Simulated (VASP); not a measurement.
# MoS2 (P6_3/mmc) in VASP: a series of runs, part 2 of 2

VASP 6.6.1. The steps go on from the part before.

### Step 4. Single point, r2SCAN (epitaxial xy strain -3.0%)

File POSCAR:

```
MoS2
1.0
    3.0778293314      0.0000000000      0.0000000000
   -1.5389146657      2.6654783895      0.0000000000
    0.0000000000      0.0000000000     12.6026462248
Mo S
2 4
Direct
    0.3333333333      0.6666666667      0.2500000000
    0.6666666667      0.3333333333      0.7500000000
    0.6666666667      0.3333333333      0.3760107110
    0.6666666667      0.3333333333      0.1239892890
    0.3333333333      0.6666666667      0.8760107110
    0.3333333333      0.6666666667      0.6239892890
```

File INCAR.step1:

```
SYSTEM = MoS2
PREC = Accurate
ENCUT = 520
ISMEAR = 0
SIGMA = 0.01
LREAL = .False.
LASPH = .True.
NELM = 100
NBANDS = 35
GGA = PE
ALGO = Normal
EDIFF = 1E-4
LWAVE = .True.
LCHARG = .False.
```

File INCAR.step2:

```
SYSTEM = MoS2
PREC = Accurate
ENCUT = 520
EDIFF = 1E-7
ISMEAR = 0
SIGMA = 0.01
LREAL = .False.
LASPH = .True.
NELM = 100
ALGO = Normal
ISIF = 2
LWAVE = .False.
LCHARG = .False.
METAGGA = R2SCAN
LMIXTAU = .True.
NBANDS = 35
ISTART = 1
```

File KPOINTS:

```
regular mesh
0
Gamma
  12 12 2
  0 0 0
```

Potentials or basis: VASP PAW PBE potentials, release 64 (Mo_sv, S).

Run with:

```sh
$ cat potpaw_PBE.64/Mo_sv/POTCAR potpaw_PBE.64/S/POTCAR > POTCAR
$ cp INCAR.step1 INCAR
$ mpirun -np 1 vasp_std > vasp.out
$ cp INCAR.step2 INCAR
$ mpirun -np 1 vasp_std > vasp.out
```

OUTCAR:

```text
SYSTEM = MoS2
   PREC = Accurate
   ENCUT = 520
   EDIFF = 1E-7
   ISMEAR = 0
   LREAL = .False.
   LASPH = .True.
   NELM = 100
   ISIF = 2
   METAGGA = R2SCAN
   ISTART = 1

 ion  position               nearest neighbor table
   1  0.333  0.667  0.250-   3 2.38   4 2.38   3 2.38   4 2.38   3 2.38   4 2.38
   2  0.667  0.333  0.750-   5 2.38   6 2.38   5 2.38   6 2.38   5 2.38   6 2.38
   3  0.667  0.333  0.376-   1 2.38   1 2.38   1 2.38
   4  0.667  0.333  0.124-   1 2.38   1 2.38   1 2.38
   5  0.333  0.667  0.876-   2 2.38   2 2.38   2 2.38
   6  0.333  0.667  0.624-   2 2.38   2 2.38   2 2.38

  LATTYP: Found a hexagonal cell.
 ALAT       =     3.0778293314
 C/A-ratio  =     4.0946540135

  Lattice vectors:

 A1 = (   3.0778293314,   0.0000000000,   0.0000000000)
 A2 = (  -1.5389146657,   2.6654783895,   0.0000000000)
 A3 = (   0.0000000000,   0.0000000000,  12.6026462248)

Analysis of symmetry for initial positions (statically):
=====================================================================
 Subroutine PRICEL returns:
 Original cell was already a primitive cell.

 Routine SETGRP: Setting up the symmetry group for a
 hexagonal supercell.

 Subroutine GETGRP returns: Found 24 space group operations
 (whereof 12 operations were pure point group operations)
 out of a pool of 24 trial point group operations.

The static configuration has the point symmetry D_3d.
 The point group associated with its full space group is D_6h.

Analysis of symmetry for dynamics (positions and initial velocities):
=====================================================================
 Subroutine PRICEL returns:
 Original cell was already a primitive cell.

 Routine SETGRP: Setting up the symmetry group for a
 hexagonal supercell.

 Subroutine GETGRP returns: Found 24 space group operations
 (whereof 12 operations were pure point group operations)
 out of a pool of 24 trial point group operations.

The dynamic configuration has the point symmetry D_3d.
 The point group associated with its full space group is D_6h.

 Subroutine INISYM returns: Found 24 space group operations
 (whereof 12 operations are pure point group operations),
 and found     1 'primitive' translations

----------------------------------------------------------------------------------------

                                     Primitive cell

  volume of cell :     103.3907

  direct lattice vectors                    reciprocal lattice vectors
     3.077829331  0.000000000  0.000000000     0.324904305  0.187583588  0.000000000
    -1.538914666  2.665478390  0.000000000     0.000000000  0.375167176  0.000000000
     0.000000000  0.000000000 12.602646225     0.000000000  0.000000000  0.079348415

  length of vectors
     3.077829331  3.077829331 12.602646225     0.375167176  0.375167176  0.079348415

  position of ions in fractional coordinates (direct lattice)
     0.333333333  0.666666667  0.250000000
     0.666666667  0.333333333  0.750000000
     0.666666667  0.333333333  0.376010711
     0.666666667  0.333333333  0.123989289
     0.333333333  0.666666667  0.876010711
     0.333333333  0.666666667  0.623989289

  ion indices of the primitive-cell ions
[... 35 lines left out ...]
            Coordinates               Weight
  0.000000  0.000000  0.000000      1.000000
  0.083333 -0.000000  0.000000      6.000000
  0.166667  0.000000  0.000000      6.000000
  0.250000  0.000000  0.000000      6.000000
  0.333333  0.000000  0.000000      6.000000
  0.416667  0.000000  0.000000      6.000000
[... 16 lines left out ...]
  0.250000  0.000000  0.500000      6.000000
  0.333333  0.000000  0.500000      6.000000
 [... further k-points ...]
   k-points           NKPTS =     38   k-points in BZ     NKDIM =     38   number of bands    NBANDS=     35
   number of dos      NEDOS =    301   number of ions     NIONS =      6
   total plane-waves  NPLWV =  55296
   dimension x,y,z NGX =    24 NGY =   24 NGZ =   96
   dimension x,y,z NGXF=    48 NGYF=   48 NGZF=  192
   ions per type =               2   4
   NGX,Y,Z   is equivalent  to a cutoff of  12.96, 12.96, 12.66 a.u.
   NGXF,Y,Z  is equivalent  to a cutoff of  25.93, 25.93, 25.33 a.u.
 SYSTEM =  MoS2
   PREC   = accura    normal or accurate (medium, high low for compatibility)
   ISTART =      1    job   : 0-new  1-cont  2-samecut
   ICHARG =      0    charge: 1-file 2-atom 10-const
   ISPIN  =      1    spin polarized calculation?
   LNONCOLLINEAR =      F non collinear calculations
   LSORBIT =      F    spin-orbit coupling
   LASPH  =      T    aspherical Exc in radial PAW
   ENCUT  =  520.0 eV  38.22 Ry    6.18 a.u.   5.72  5.72 23.43*2*pi/ulx,y,z
   NELM   =    100;   NELMIN=  2; NELMDL=  0     # of ELM steps
   EDIFF  = 0.1E-06   stopping-criterion for ELM
   LREAL  =      F    real-space projection
   EDIFFG = 0.1E-05   stopping-criterion for IOM
   NSW    =      0    number of steps for IOM
   IBRION =     -1    ionic relax: 0-MD 1-quasi-New 2-CG
   NFREE  =      0    steps in history (QN), initial steepest desc. (CG)
   ISIF   =      2    stress and relaxation
   ISYM   =      2    0-nonsym 1-usesym 2-fastsym
   POTIM  = 0.5000    time-step for ionic-motion
   TEBEG  =    0.0;   TEEND  =   0.0 temperature during run
   PSTRESS=    0.0 pullay stress
   NELECT =      52.0000    total number of electrons
   NUPDOWN=      -1.0000    fix difference up-down
   EMIN   =  10.00;   EMAX   =-10.00  energy-range for DOS
   EFERMI =   0.00;   METHOD = LEGACY
   ISMEAR =     0;   SIGMA  =   0.01  broadening in eV -4-tet -1-fermi 0-gaus
   EFERMI_NEDOS =   21; number of points for ismear=-14 and -15
   IALGO  =     38    algorithm
   IMIX   =      4    mixing-type and parameters
     AMIX     =   0.40;   BMIX     =  1.00
     AMIX_MAG =   1.60;   BMIX_MAG =  1.00
  volume/ion in A,a.u.               =      17.23       116.29
  Fermi-wavevector in a.u.,A,eV,Ry     =   1.301914  2.460260 23.061586  1.694979
  Thomas-Fermi vector in A             =   2.433016
   LORBIT       =      0    0 simple, 1 ext, 2 COOP (PROOUT), +10 PAW based schemes
   METAGGA = R2SCAN    functional components
   LHFCALC =     F    Hartree Fock is set to
   AEXX    =    0.0000 exact exchange contribution
   IVDW    =     0    specifies the selected vdW correction
   LEPSILON=     F    determine dielectric tensor
   LRPA    =     F    only Hartree local field effects (RPA)
 non-spin polarized calculation
 Gauss-broadening in eV      SIGMA  =   0.01
  energy-cutoff  :      520.00
  volume of cell :      103.39
 maximum number of plane-waves:      2808
 NGX is ok and might be reduce to    24
   NGX = 11   NGY = 11   NGZ = 47

 number of electron      52.0000002 magnetization

 Free energy of the ion-electron system (eV)
  ---------------------------------------------------
  ext. energy  EPLUGINS =         0.00000000
  ---------------------------------------------------
  free energy    TOTEN  =       -89.82721331 eV

  energy without entropy =      -89.82721331  energy(sigma->0) =      -89.82721331

 E-fermi :   7.7233     XC(G=0): -11.6754

 val. band max:        7.5111036654   @ k =   0.0000   0.0000   0.0000
 cond. band min:       8.7176403255   @ k =   0.1667   0.1667   0.0000
 fundamental gap:      1.2065366602
 Fermi energy:         7.7233304770

 k-point     1 :       0.0000    0.0000    0.0000
  band No.  band energies     occupation
      1     -55.5737      2.00000
      2     -55.5737      2.00000
      3     -29.0634      2.00000
      4     -29.0634      2.00000
      5     -28.7069      2.00000
      6     -28.7069      2.00000
[... 901 lines left out ...]
     34      11.6793      0.00000
     35      15.0913      0.00000

 [... further k-points ...]

------------------------ aborting loop because EDIFF is reached ----------------------------------------

  FORCE on cell =-STRESS in cart. coord.  units (eV):
  Direction    XX          YY          ZZ          XY          YZ          ZX
  --------------------------------------------------------------------------------------
  -------------------------------------------------------------------------------------
  Total        7.0890260      7.0890260      0.7153846      0.0000000      0.0000000     -0.0000000
  in kB      109.8539570    109.8539570     11.0858429      0.0000000      0.0000000     -0.0000000
  external PRESSURE =      76.9312523 kB  Pullay stress =       0.0000000 kB

 VOLUME and BASIS-vectors are now :
 -----------------------------------------------------------------------------
  energy-cutoff  :      520.00
  volume of cell :      103.39
      direct lattice vectors                 reciprocal lattice vectors
     3.077829331  0.000000000  0.000000000     0.324904305  0.187583588  0.000000000
    -1.538914666  2.665478390  0.000000000     0.000000000  0.375167176  0.000000000
     0.000000000  0.000000000 12.602646225     0.000000000  0.000000000  0.079348415

 POSITION                                       TOTAL-FORCE (eV/Angst)
 -----------------------------------------------------------------------------------
     -0.00000      1.77699      3.15066         0.000000     -0.000000      0.000000
      1.53891      0.88849      9.45198        -0.000000      0.000000      0.000000
      1.53891      0.88849      4.73873         0.000000      0.000000     -0.050011
      1.53891      0.88849      1.56259        -0.000000      0.000000      0.050011
     -0.00000      1.77699     11.04005        -0.000000      0.000000     -0.050011
     -0.00000      1.77699      7.86392        -0.000000     -0.000000      0.050011
 -----------------------------------------------------------------------------------
    total drift:                               -0.000000      0.000000     -0.000000

  FREE ENERGIE OF THE ION-ELECTRON SYSTEM (eV)
  ---------------------------------------------------
  free  energy   TOTEN  =       -89.8272133095 eV

  energy  without entropy=      -89.8272133095  energy(sigma->0) =      -89.82721331
```

Wall time 3.5 min (1 thread of Intel Xeon 6975P-C (Granite Rapids), shared host); peak memory 0.3 GiB.

What came out:

```yaml
Free_energy: -89.8272 eV
Pressure: 7.7 GPa
Largest_force: 0.050 eV/Å
Band_gap_on_the_k_mesh: 1.21 eV (least direct gap 2.13 eV)
```

Forces in eV/Å, atoms in the order of the input:
```
Mo   0.000  0.000  0.000
Mo   0.000  0.000  0.000
S    0.000  0.000 -0.050
S    0.000  0.000  0.050
S    0.000  0.000 -0.050
S    0.000  0.000  0.050
```

Caveat: the cell differs from its parent crystal (epitaxial xy strain -3.0%); the stress differs along the axes, from 1 to 11 GPa; the PAW data sets were made with another functional, which shifts forces and pressure a little. A k mesh can miss the band edges.

### Step 5. Summary

| level | cell | smearing | gap on the mesh (eV) | pressure (GPa) | largest force (eV/Å) |
| --- | --- | --- | --- | --- | --- |
| PBE | a = 3.300, b = 3.300, c = 12.240 Å, angles 90.0, 90.0, 120.0°, 6 atoms, epitaxial xy strain +4.0% | fermi-dirac 0.02 eV | 0.30 | -4.3 | 0.07 |
| r2SCAN | a = 3.046, b = 3.046, c = 12.662 Å, angles 90.0, 90.0, 120.0°, 6 atoms, epitaxial xy strain -4.0% | gaussian 0.01 eV | 1.27 | 10.2 | 0.05 |
| r2SCAN | a = 3.078, b = 3.078, c = 12.603 Å, angles 90.0, 90.0, 120.0°, 6 atoms, epitaxial xy strain -3.0% | gaussian 0.01 eV | 1.21 | 7.7 | 0.05 |

Alike in all rows: task single point; potentials or basis VASP PAW PBE potentials, release 64 (Mo_sv, S); no spin polarisation; k mesh 12 × 12 × 2; cutoff (eV) 520.

Caveats: the PAW data sets were made with another functional, which shifts forces and pressure a little (at least some runs); the stress differs along the axes, from -8 to 3 GPa (at least some runs); this functional lacks dispersion, which binds layers or chains, so the pressure and a relaxed spacing across them are unreliable (at least some runs); the stress differs along the axes, from 1 to 15 GPa (at least some runs); the stress differs along the axes, from 1 to 11 GPa (at least some runs).

Total energies depend on the potentials used, so only differences within one code and one set of settings carry meaning.
